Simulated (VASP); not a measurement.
# Hf2NbF (I4/mmm) in VASP: further runs

Runs on Hf2NbF. Level: PBE. Tasks: single point.

Everything below comes from runs of VASP 6.6.1. Logs are shortened: lines on timing, memory, paths and dates and some standing lists are left out, and cuts for length are marked.

## 1. The cell of the first run

The structure is tetragonal, space group I4/mmm (No. 139). The conventional cell has a = 5.021 Å, b = 5.021 Å, c = 5.137 Å, α = 90.00°, β = 90.00°, γ = 90.00°. Within 3.3 Å of Hf (site symmetry mmm) lie 2 Nb at 2.51 Å and 2 F at 2.51 Å and 2 Hf at 2.57 Å. Within 3.3 Å of Nb (site symmetry 4/mmm) lie 4 Hf at 2.51 Å and 2 F at 2.57 Å. F (site symmetry 4/mmm) has 4 Hf at 2.51 Å and 2 Nb at 2.57 Å within 3.3 Å.

The cell was generated, and may not be a known phase.

## 2. Single point, PBE

Input file INCAR:

```
SYSTEM = Hf2NbF
  PREC = Accurate
  ENCUT = 520
  EDIFF = 1E-7
  ISMEAR = 0
  SIGMA = 0.1
  LREAL = .FALSE.
  LASPH = .TRUE.
  NELM = 60
  ALGO = Normal
  ISIF = 2
  LWAVE = .FALSE.
  LCHARG = .FALSE.
  GGA = PE
  NBANDS = 28
```

Input file KPOINTS:

```
Automatic mesh
0
G
  6 6 6
  0 0 0
```

Input file POSCAR:

```
Hf2NbF
1.0
   -2.5107370700      2.5107370700      2.5684694300
    2.5107370700     -2.5107370700      2.5684694300
    2.5107370700      2.5107370700     -2.5684694300
Hf Nb F
2 1 1
Direct
    0.5000000000      0.0000000000      0.5000000000
    0.0000000000      0.5000000000      0.5000000000
    0.0000000000      0.0000000000      0.0000000000
    0.5000000000      0.5000000000      0.0000000000
```

Potentials or basis: VASP PAW PBE potentials, release 64 (Hf_pv, Nb_sv, F).

On the command line:

```sh
$ cat potpaw_PBE.64/Hf_pv/POTCAR potpaw_PBE.64/Nb_sv/POTCAR potpaw_PBE.64/F/POTCAR > POTCAR
$ mpirun -np 1 vasp_std > vasp.out
```

OUTCAR:

```text
SYSTEM = Hf2NbF
   PREC = Accurate
   ENCUT = 520
   EDIFF = 1E-7
   ISMEAR = 0
   LREAL = .FALSE.
   LASPH = .TRUE.
   NELM = 60
   ISIF = 2
   GGA = PE

 ion  position               nearest neighbor table
   1  0.500  0.000  0.500-   3 2.51   4 2.51   4 2.51   3 2.51   2 2.57   2 2.57   2 3.55   2 3.55
                             2 3.55   2 3.55
   2  0.000  0.500  0.500-   3 2.51   4 2.51   3 2.51   4 2.51   1 2.57   1 2.57   1 3.55   1 3.55
                             1 3.55   1 3.55
   3  0.000  0.000  0.000-   1 2.51   2 2.51   2 2.51   1 2.51
   4  0.500  0.500  0.000-   1 2.51   2 2.51   1 2.51   2 2.51

  LATTYP: Found a body centered tetragonal cell.
 ALAT       =     5.0214741400
 C/A-ratio  =     1.0229941879

  Lattice vectors:

 A1 = (  -2.5107370700,   2.5107370700,   2.5684694300)
 A2 = (   2.5107370700,  -2.5107370700,   2.5684694300)
 A3 = (   2.5107370700,   2.5107370700,  -2.5684694300)

Analysis of symmetry for initial positions (statically):
=====================================================================
 Subroutine PRICEL returns:
 Original cell was already a primitive cell.

 Routine SETGRP: Setting up the symmetry group for a
 body centered tetragonal supercell.

 Subroutine GETGRP returns: Found 16 space group operations
 (whereof 16 operations were pure point group operations)
 out of a pool of 16 trial point group operations.

The static configuration has the point symmetry D_4h.

Analysis of symmetry for dynamics (positions and initial velocities):
=====================================================================
 Subroutine PRICEL returns:
 Original cell was already a primitive cell.

 Routine SETGRP: Setting up the symmetry group for a
 body centered tetragonal supercell.

 Subroutine GETGRP returns: Found 16 space group operations
 (whereof 16 operations were pure point group operations)
 out of a pool of 16 trial point group operations.

The dynamic configuration has the point symmetry D_4h.

 Subroutine INISYM returns: Found 16 space group operations
 (whereof 16 operations are pure point group operations),
 and found     1 'primitive' translations

----------------------------------------------------------------------------------------

                                     Primitive cell

  volume of cell :      64.7645

  direct lattice vectors                    reciprocal lattice vectors
    -2.510737070  2.510737070  2.568469430     0.000000000  0.199144708  0.194668464
     2.510737070 -2.510737070  2.568469430     0.199144708  0.000000000  0.194668464
     2.510737070  2.510737070 -2.568469430     0.199144708  0.199144708  0.000000000

  length of vectors
     4.382309492  4.382309492  4.382309492     0.278485952  0.278485952  0.281633147

  position of ions in fractional coordinates (direct lattice)
     0.500000000  0.000000000  0.500000000
     0.000000000  0.500000000  0.500000000
     0.000000000  0.000000000  0.000000000
     0.500000000  0.500000000  0.000000000

  ion indices of the primitive-cell ions
   primitive index   ion index
                 1           1
                 2           2
                 3           3
                 4           4

----------------------------------------------------------------------------------------

 KPOINTS: Automatic mesh

Automatic generation of k-mesh.
 Grid dimensions read from file:
 generate k-points for:    6    6    6

 Generating k-lattice:

  Cartesian coordinates                     Fractional coordinates (reciprocal lattice)
     0.000000000  0.033190785  0.032444744     0.166666667 -0.000000000  0.000000000
     0.033190785  0.000000000  0.032444744    -0.000000000  0.166666667  0.000000000
     0.033190785  0.033190785  0.000000000     0.000000000  0.000000000  0.166666667

  Length of vectors
     0.046414325  0.046414325  0.046938858

  Shift w.r.t. Gamma in fractional coordinates (k-lattice)
     0.000000000  0.000000000  0.000000000

 Subroutine IBZKPT returns following result:
 ===========================================

 Found     30 irreducible k-points:

 Following reciprocal coordinates:
            Coordinates               Weight
  0.000000  0.000000  0.000000      1.000000
  0.166667  0.000000 -0.000000      8.000000
  0.333333  0.000000  0.000000      8.000000
  0.500000  0.000000 -0.000000      4.000000
  0.166667  0.166667 -0.000000      8.000000
  0.333333  0.166667 -0.000000     16.000000
[... 16 lines left out ...]
 -0.333333 -0.333333  0.166667      8.000000
 -0.166667 -0.333333  0.166667      8.000000
 [... further k-points ...]
   k-points           NKPTS =     30   k-points in BZ     NKDIM =     30   number of bands    NBANDS=     28
   number of dos      NEDOS =    301   number of ions     NIONS =      4
   total plane-waves  NPLWV =  46656
   dimension x,y,z NGX =    36 NGY =   36 NGZ =   36
   dimension x,y,z NGXF=    72 NGYF=   72 NGZF=   72
   ions per type =               2   1   1
   NGX,Y,Z   is equivalent  to a cutoff of  13.66, 13.66, 13.66 a.u.
   NGXF,Y,Z  is equivalent  to a cutoff of  27.31, 27.31, 27.31 a.u.
 SYSTEM =  Hf2NbF
   PREC   = accura    normal or accurate (medium, high low for compatibility)
   ISTART =      0    job   : 0-new  1-cont  2-samecut
   ICHARG =      2    charge: 1-file 2-atom 10-const
   ISPIN  =      1    spin polarized calculation?
   LNONCOLLINEAR =      F non collinear calculations
   LSORBIT =      F    spin-orbit coupling
   LASPH  =      T    aspherical Exc in radial PAW
   ENCUT  =  520.0 eV  38.22 Ry    6.18 a.u.   8.15  8.15  8.15*2*pi/ulx,y,z
   NELM   =     60;   NELMIN=  2; NELMDL= -5     # of ELM steps
   EDIFF  = 0.1E-06   stopping-criterion for ELM
   LREAL  =      F    real-space projection
   EDIFFG = 0.1E-05   stopping-criterion for IOM
   NSW    =      0    number of steps for IOM
   IBRION =     -1    ionic relax: 0-MD 1-quasi-New 2-CG
   NFREE  =      0    steps in history (QN), initial steepest desc. (CG)
   ISIF   =      2    stress and relaxation
   ISYM   =      2    0-nonsym 1-usesym 2-fastsym
   POTIM  = 0.5000    time-step for ionic-motion
   TEBEG  =    0.0;   TEEND  =   0.0 temperature during run
   PSTRESS=    0.0 pullay stress
   NELECT =      40.0000    total number of electrons
   NUPDOWN=      -1.0000    fix difference up-down
   EMIN   =  10.00;   EMAX   =-10.00  energy-range for DOS
   EFERMI =   0.00;   METHOD = LEGACY
   ISMEAR =     0;   SIGMA  =   0.10  broadening in eV -4-tet -1-fermi 0-gaus
   EFERMI_NEDOS =   21; number of points for ismear=-14 and -15
   IALGO  =     38    algorithm
   IMIX   =      4    mixing-type and parameters
     AMIX     =   0.40;   BMIX     =  1.00
     AMIX_MAG =   1.60;   BMIX_MAG =  1.00
  volume/ion in A,a.u.               =      16.19       109.26
  Fermi-wavevector in a.u.,A,eV,Ry     =   1.394170  2.634600 26.445797  1.943711
  Thomas-Fermi vector in A             =   2.517746
   LORBIT       =      0    0 simple, 1 ext, 2 COOP (PROOUT), +10 PAW based schemes
   GGA     = PE    functional components
   LHFCALC =     F    Hartree Fock is set to
   AEXX    =    0.0000 exact exchange contribution
   IVDW    =     0    specifies the selected vdW correction
   LEPSILON=     F    determine dielectric tensor
   LRPA    =     F    only Hartree local field effects (RPA)
 non-spin polarized calculation
 Gauss-broadening in eV      SIGMA  =   0.10
  energy-cutoff  :      520.00
  volume of cell :       64.76
 maximum number of plane-waves:      1764
 NGX is ok and might be reduce to    36
   NGX = 17   NGY = 17   NGZ = 17

 number of electron      40.0000003 magnetization

 Free energy of the ion-electron system (eV)
  ---------------------------------------------------
  ext. energy  EPLUGINS =         0.00000000
  ---------------------------------------------------
  free energy    TOTEN  =       -30.74791653 eV

  energy without entropy =      -30.73143979  energy(sigma->0) =      -30.73967816

 E-fermi :   7.4989     XC(G=0): -11.8679

 val. band max:        7.4352390833   @ k =  -0.3333   0.3333   0.1667
 cond. band min:       7.5385759579   @ k =   0.5000   0.3333  -0.0000
 fundamental gap:      0.1033368746
 Fermi energy:         7.4989054572

 k-point     1 :       0.0000    0.0000    0.0000
  band No.  band energies     occupation
      1     -47.0483      2.00000
      2     -24.4060      2.00000
      3     -24.4060      2.00000
      4     -24.1700      2.00000
      5     -23.3857      2.00000
      6     -23.1551      2.00000
[... 20 lines left out ...]
     27      13.3036      0.00000
     28      14.6725      0.00000

 k-point     2 :       0.1667    0.0000   -0.0000
  band No.  band energies     occupation
      1     -47.0495      2.00000
      2     -24.4104      2.00000
      3     -24.2497      2.00000
      4     -24.0280      2.00000
      5     -23.3981      2.00000
      6     -23.1657      2.00000
[... 20 lines left out ...]
     27      12.9821      0.00000
     28      13.0559      0.00000

 k-point     3 :       0.3333    0.0000    0.0000
  band No.  band energies     occupation
      1     -47.0518      2.00000
      2     -24.4192      2.00000
      3     -23.8253      2.00000
      4     -23.6458      2.00000
      5     -23.4152      2.00000
      6     -23.1635      2.00000
[... 20 lines left out ...]
     27      11.9672      0.00000
     28      12.2397      0.00000

 k-point     4 :       0.5000    0.0000   -0.0000
  band No.  band energies     occupation
      1     -47.0530      2.00000
      2     -24.4235      2.00000
      3     -23.5400      2.00000
      4     -23.3756      2.00000
      5     -23.1486      2.00000
      6     -23.0537      2.00000
[... 578 lines left out ...]
     27      11.5043      0.00000
     28      12.0970      0.00000

 k-point    23 :      -0.3333   -0.3333    0.1667
  band No.  band energies     occupation
      1     -47.0502      2.00000
      2     -24.3111      2.00000
      3     -24.3029      2.00000
      4     -23.8046      2.00000
      5     -23.2545      2.00000
      6     -23.1212      2.00000
[... 20 lines left out ...]
     27      11.5574      0.00000
     28      11.8151      0.00000

 k-point    24 :      -0.1667   -0.3333    0.1667
  band No.  band energies     occupation
      1     -47.0490      2.00000
      2     -24.4391      2.00000
      3     -24.2861      2.00000
      4     -23.5289      2.00000
      5     -23.1315      2.00000
      6     -23.1315      2.00000
[... 20 lines left out ...]
     27      11.4739      0.00000
     28      12.1674      0.00000

 [... further k-points ...]

------------------------ aborting loop because EDIFF is reached ----------------------------------------

  FORCE on cell =-STRESS in cart. coord.  units (eV):
  Direction    XX          YY          ZZ          XY          YZ          ZX
  --------------------------------------------------------------------------------------
  -------------------------------------------------------------------------------------
  Total        7.5796116      7.5796116     12.5187298      0.0000000     -0.0000000      0.0000000
  in kB      187.5083759    187.5083759    309.6948531      0.0000000     -0.0000000      0.0000000
  external PRESSURE =     228.2372016 kB  Pullay stress =       0.0000000 kB

 VOLUME and BASIS-vectors are now :
 -----------------------------------------------------------------------------
  energy-cutoff  :      520.00
  volume of cell :       64.76
      direct lattice vectors                 reciprocal lattice vectors
    -2.510737070  2.510737070  2.568469430     0.000000000  0.199144708  0.194668464
     2.510737070 -2.510737070  2.568469430     0.199144708  0.000000000  0.194668464
     2.510737070  2.510737070 -2.568469430     0.199144708  0.199144708  0.000000000

 POSITION                                       TOTAL-FORCE (eV/Angst)
 -----------------------------------------------------------------------------------
      0.00000      2.51074      0.00000        -0.000000      0.000000     -0.000000
      2.51074      0.00000      0.00000        -0.000000     -0.000000      0.000000
      0.00000      0.00000      0.00000        -0.000000     -0.000000     -0.000000
      0.00000      0.00000      2.56847         0.000000     -0.000000      0.000000
 -----------------------------------------------------------------------------------
    total drift:                                0.000000      0.000000     -0.000000

  FREE ENERGIE OF THE ION-ELECTRON SYSTEM (eV)
  ---------------------------------------------------
  free  energy   TOTEN  =       -30.7479165289 eV

  energy  without entropy=      -30.7314397917  energy(sigma->0) =      -30.73967816
```

Wall time 68 s (1 thread of Intel Xeon Platinum 8259CL at 2.50GHz (Skylake/Cascade Lake), shared host); peak memory 0.23 GiB.

What came out:

| Item | Value |
| --- | --- |
| Free energy | -30.7479 eV |
| Pressure | 22.8 GPa |
| Band gap on the k mesh | zero (bands 20 and 21 overlap by 0.92 eV) |

Stress tensor (GPa, compression positive):
```
18.75  0.00  0.00
 0.00 18.75  0.00
 0.00  0.00 30.97
```

Caveat: the stress differs along the axes, from 19 to 31 GPa; spin-orbit coupling is left out, which moves the levels of the heavy elements.

## 3. Single point, PBE

This run uses another cell than the first one, of 19.80 Å³/atom.

Input file INCAR:

```
SYSTEM = Hf2NbF
PREC     = Accurate       ! precision mode
ENCUT    = 520            ! plane-wave cutoff, eV
EDIFF    = 1E-6           ! SCF threshold, eV
ISMEAR   = 0              ! smearing method
SIGMA    = 0.1            ! smearing width, eV
LREAL    = .FALSE.        ! projectors in reciprocal space
LASPH    = .TRUE.         ! aspherical terms in the spheres
NELM     = 100            ! most SCF steps
ALGO     = Normal         ! electronic algorithm
ISIF     = 2              ! what is computed and relaxed
LWAVE    = .FALSE.        ! write WAVECAR
LCHARG   = .FALSE.        ! write CHGCAR
GGA      = PE             ! functional
NBANDS   = 28             ! bands
```

Input file KPOINTS:

```
regular mesh
0
G
  12 12 12
  0 0 0
```

Input file POSCAR:

```
Hf2NbF
1.0
   -2.5864235144      2.5864235144      2.9599787522
    2.5864235144     -2.5864235144      2.9599787522
    2.5864235144      2.5864235144     -2.9599787522
Hf Nb F
2 1 1
Direct
    0.5000000000      0.0000000000      0.5000000000
    0.0000000000      0.5000000000      0.5000000000
    0.0000000000      0.0000000000      0.0000000000
    0.5000000000      0.5000000000      0.0000000000
```

Potentials or basis: VASP PAW PBE potentials, release 64 (Hf_pv, Nb_sv, F).

On the command line:

```sh
$ cat potpaw_PBE.64/Hf_pv/POTCAR potpaw_PBE.64/Nb_sv/POTCAR potpaw_PBE.64/F/POTCAR > POTCAR
$ mpirun -np 1 vasp_std > vasp.out
```

Wall time 5.8 min (1 thread of Intel Xeon Platinum 8259CL at 2.50GHz (Skylake/Cascade Lake), shared host); peak memory 0.46 GiB.

It converged, with:

```
Free energy            : -31.6974 eV
Pressure               : -0.7 GPa
Band gap on the k mesh : zero (bands 20 and 21 overlap by 0.88 eV)
```

Stress tensor (GPa, compression positive):
```
-0.89  0.00  0.00
 0.00 -0.89  0.00
 0.00  0.00 -0.33
```

Levels at points of the mesh, in eV from the Fermi level:
```csv
k point,band 18,band 19,band 20,band 21,band 22,band 23
"(0.00, 0.00, 0.00)",-3.04,-2.51,-1.90,0.96,3.10,3.10
"(0.50, 0.00, 0.00)",-1.19,-1.04,-0.22,0.60,1.15,1.32
"(0.50, 0.50, 0.00)",-1.05,-0.03,0.49,0.67,0.76,0.78
"(0.50, 0.50, 0.50)",-1.54,-1.19,-1.19,0.38,0.84,2.09
```

Caveat: spin-orbit coupling is left out, which moves the levels of the heavy elements.

The gap in the log of VASP goes by the Fermi energy; the results here count the filled bands.